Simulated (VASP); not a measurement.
Here is a VASP 6.6.1 calculation.

The input INCAR:

```
  PREC = Accurate
  ENCUT = 500
  EDIFF = 1E-6
  ISMEAR = -1
  SIGMA = 0.03
  LREAL = False
  LASPH = True
  NELM = 120
  ALGO = Normal
  ISIF = 2
  LWAVE = False
  LCHARG = False
  GGA = PS
  NBANDS = 15
  GGA_COMPAT = False
```

File KPOINTS:

```
Automatic mesh
0
Gamma
  6 6 6
```

Contents of POSCAR:

```
RbCl
1.0
    0.0000000000      3.2740000000      3.2740000000
    3.2740000000      0.0000000000      3.2740000000
    3.2740000000      3.2740000000      0.0000000000
Rb Cl
1 1
Direct
    0.0000000000      0.0000000000      0.0000000000
    0.5000000000      0.5000000000      0.5000000000
```

Potentials or basis: VASP PAW PBE potentials, release 64 (Rb_sv, Cl).

The run is started by

```bash
$ cat potpaw_PBE.64/Rb_sv/POTCAR potpaw_PBE.64/Cl/POTCAR > POTCAR
$ mpirun -np 1 vasp_std > vasp.out
```

(1) What does it give for the band gap on the k mesh?

(2) What does it give for the pressure?

## Answers

(1) 4.89 eV.

(2) 0.0 GPa.

Caveat: the PAW data sets were made with another functional, which shifts forces and pressure a little.
